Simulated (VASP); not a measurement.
Write the native input for VASP 6.6.1 that does the following.

```yaml
Task: single point
Functional: LDA
Potentials_or_basis: VASP PAW LDA potentials, release 64 (C, H)
Cutoff: 520 eV
k_mesh: 6 × 4 × 1
Occupations: gaussian, width 0.05 eV
Spin: no spin polarisation
Dipole_correction: yes
Further_INCAR_settings: LREAL = Auto; ALGO = Normal; EDIFF = 1e-06; NBANDS = 68
```

The structure of HC12 lies in POSCAR:

```
HC12
1.0
    4.8892663280      0.0000000000      0.0000000000
   -2.4446331640      6.7739291692      0.0000000000
    0.0000000000      0.0000000000     22.7684096771
C H
24 2
Direct
    0.4020794403      0.3041588806      0.1756820110
    0.4020794403      0.8041588805      0.1756820110
    0.9020794403      0.3041588806      0.1756820110
    0.9020794403      0.8041588805      0.1756820110
    0.1630408159      0.3260816317      0.2059829668
    0.1630408159      0.8260816317      0.2059829668
    0.6630408159      0.3260816317      0.2059829668
    0.6630408159      0.8260816317      0.2059829668
    0.1846395683      0.3692791367      0.2666259491
    0.1846395683      0.8692791367      0.2666259491
    0.6846395683      0.3692791367      0.2666259491
    0.6846395683      0.8692791367      0.2666259491
    0.4461625696      0.3923265051      0.2960492075
    0.4461625696      0.8923265051      0.2960492075
    0.9461625696      0.3923265051      0.2960492075
    0.9461625696      0.8923265051      0.2960492075
    0.4715644646      0.4431294558      0.3591099590
    0.4715644646      0.9431294558      0.3591099590
    0.9715644646      0.4431294558      0.3591099590
    0.9715644646      0.9431294558      0.3591099590
    0.2327030006      0.4654044969      0.3851129614
    0.2327030006      0.9654044969      0.3851129614
    0.7327030006      0.4654044969      0.3851129614
    0.7327030006      0.9654044969      0.3851129614
    0.2327030006      0.9202753343      0.4470408703
    0.2327030006      1.0105336595      0.4470408703
```

One way to write it, as run:

INCAR

```
PREC = Accurate
ENCUT = 520
EDIFF = 1E-6
ISMEAR = 0
SIGMA = 0.05
LREAL = Auto
LASPH = T
NELM = 100
ALGO = Normal
ISIF = 2
LWAVE = F
LCHARG = T
LDIPOL = T
IDIPOL = 3
DIPOL = 0.5 0.5 0.294
LELF = T
LVHAR = T
LVACPOTAV = T
NBANDS = 68
```

KPOINTS

```
Automatic mesh
0
Gamma
  6 4 1
```

Potentials or basis: VASP PAW LDA potentials, release 64 (C, H).

Command:

```bash
$ cat potpaw_LDA.64/C/POTCAR potpaw_LDA.64/H/POTCAR > POTCAR
$ mpirun -np 1 vasp_std > vasp.out
```

Results of the run:

```yaml
Largest_force: 8.596 eV/Å
Band_gap_on_the_k_mesh: zero (band 49 reaches -3.08 eV, above the bottom of band 50 at -3.10 eV)
```

It took 16 min on 1 thread of Intel(R) Xeon(R) 6975P-C (Granite Rapids) (shared host), peak memory 0.8 GiB.
